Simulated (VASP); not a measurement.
Write the native input for VASP 6.6.1 that does the following.

```
Task                   : single point
Functional             : PBEsol
Potentials or basis    : VASP PAW PBE potentials, release 64 (Ge_d)
Cutoff                 : 520 eV
k mesh                 : 14 × 14 × 8
Occupations            : gaussian, width 0.1 eV
Spin                   : no spin polarisation
Dipole correction      : no
Further INCAR settings : ALGO = Normal; EDIFF = 1e-06; NBANDS = 21
```

The structure of Ge lies in POSCAR:

```
Ge
1.0
    1.4642291977     -2.5859973998     -0.0148805293
    1.4642291977      2.5859973998     -0.0148805293
   -0.0472759579      0.0000000000      4.7080708194
Ge
2
Direct
    0.7147286891      0.2852713109      0.2500000000
    0.2852713109      0.7147286891      0.7500000000
```

This cell differs from its parent crystal: strained and its atoms moved.

The input as run:

INCAR

```
  PREC = Accurate
  ENCUT = 520
  EDIFF = 1E-6
  ISMEAR = 0
  SIGMA = 0.1
  LREAL = F
  LASPH = T
  NELM = 60
  ALGO = Normal
  ISIF = 2
  LWAVE = F
  LCHARG = F
  GGA = PS
  NBANDS = 21
```

KPOINTS

```
Automatic mesh
0
Gamma
  14 14 8
```

Potentials or basis: VASP PAW PBE potentials, release 64 (Ge_d).

Launch:

```console
$ cat potpaw_PBE.64/Ge_d/POTCAR > POTCAR
$ mpirun -np 1 vasp_std > vasp.out
```

Results of the run:

```
Pressure               : 3.0 GPa
Largest force          : 0.036 eV/Å
Band gap on the k mesh : zero (bands 14 and 15 overlap by 9.45 eV)
```

Caveat: the cell differs from its parent crystal (strained and its atoms moved); the cell stands under pressure; the PAW data sets were made with another functional, which shifts forces and pressure a little.

Run time: 73 s on 1 thread of Intel(R) Xeon(R) 6975P-C (Granite Rapids), on a shared host, peak memory 0.35 GiB.
